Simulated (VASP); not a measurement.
# ZnS: single point with LDA

ZnS:

```
Zn S
1.0
    -0.12931    2.64157    2.64157
     2.64157   -0.12931    2.64157
     2.64157    2.64157   -0.12931
Zn S
1 1
Direct
  0.00000 0.00000 0.00000
  0.75000 0.75000 0.75000
```

This cell differs from its parent crystal: ratio of the length along [111] to the lengths across it x 0.93, volume and fractional coordinates fixed.

| Item | Value |
| --- | --- |
| Program | VASP 6.6.1 |
| Task | single point |
| Functional | LDA |
| Potentials or basis | VASP PAW LDA potentials, release 64 (Zn, S) |
| Cutoff | 520 eV |
| k mesh | 10 × 10 × 10 |
| Occupations | gaussian, width 0.05 eV |
| Spin | no spin polarisation |
| Dipole correction | no |
| Further INCAR settings | ALGO = Normal; EDIFF = 1e-06; NBANDS = 16 |

```yaml
Pressure: -3.9 GPa
Largest_force: 0.532 eV/Å
Band_gap_on_the_k_mesh: 1.70 eV
```

Forces on the atoms (eV/Å):
```
Zn   0.307  0.307  0.307
S   -0.307 -0.307 -0.307
```

Stress tensor (GPa, compression positive):
```
-3.88  3.47  3.47
 3.47 -3.88  3.47
 3.47  3.47 -3.88
```

Levels at points of the mesh, in eV from the valence-band top:
| k point | band 5 | band 6 | band 7 | band 8 | band 9 | band 10 | band 11 | band 12 | band 13 | band 14 |
| --- | --- | --- | --- | --- | --- | --- | --- | --- | --- | --- |
| (0.00, 0.00, 0.00) | -6.14 | -6.14 | -0.18 | -0.18 | 0.00 | 1.70 | 5.81 | 5.81 | 6.96 | 11.42 |
| (0.50, 0.00, 0.00) | -6.12 | -5.95 | -5.44 | -0.90 | -0.87 | 3.12 | 6.46 | 7.17 | 8.41 | 11.81 |
| (0.50, 0.50, 0.00) | -6.07 | -5.92 | -4.77 | -2.58 | -2.09 | 2.97 | 3.93 | 10.28 | 11.50 | 11.95 |
| (0.50, 0.50, 0.50) | -6.11 | -5.91 | -5.47 | -1.27 | -1.27 | 2.57 | 6.35 | 6.35 | 8.64 | 11.67 |

It took 58 s on 1 thread of Intel(R) Xeon(R) Platinum 8259CL CPU @ 2.50GHz (Skylake/Cascade Lake) (shared host), peak memory 0.19 GiB.

Caveat: the cell stands under tension.
